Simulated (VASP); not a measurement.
Here is a VASP 6.6.1 calculation.

Contents of INCAR:

```
SYSTEM = AlNi3
  ALGO = Normal
  EDIFF = 1E-7
  ENCUT = 520
  GGA = PE
  ISIF = 2
  ISMEAR = 0
  ISPIN = 2
  LASPH = .TRUE.
  LCHARG = .FALSE.
  LMAXMIX = 4
  LORBIT = 11
  LREAL = .FALSE.
  LWAVE = .FALSE.
  MAGMOM = 0 0.3 0.3 0.3
  NBANDS = 28
  NELM = 150
  PREC = Accurate
  SIGMA = 0.1
```

KPOINTS

```
k-points
0
G
  12 12 12
  0 0 0
```

Contents of POSCAR:

```
AlNi3
1.0
    3.4178912218      0.0000000000      0.0000000000
    0.0000000000      3.4178912218      0.0000000000
    0.0000000000      0.0000000000      3.4178912218
Al Ni
1 3
Direct
    0.0000000000      0.0000000000      0.0000000000
    0.0000000000      0.5000000000      0.5000000000
    0.5000000000      0.0000000000      0.5000000000
    0.5000000000      0.5000000000      0.0000000000
```

Potentials or basis: VASP PAW PBE potentials, release 64 (Al, Ni).

Run with:

```sh
$ cat potpaw_PBE.64/Al/POTCAR potpaw_PBE.64/Ni/POTCAR > POTCAR
$ mpirun -np 1 vasp_std > vasp.out
```

Task: Predict the pressure.

Result: 30.6 GPa.

Task: Estimate the net moment.

Result: 0.00 μB per cell.

Caveat: the cell stands under pressure.
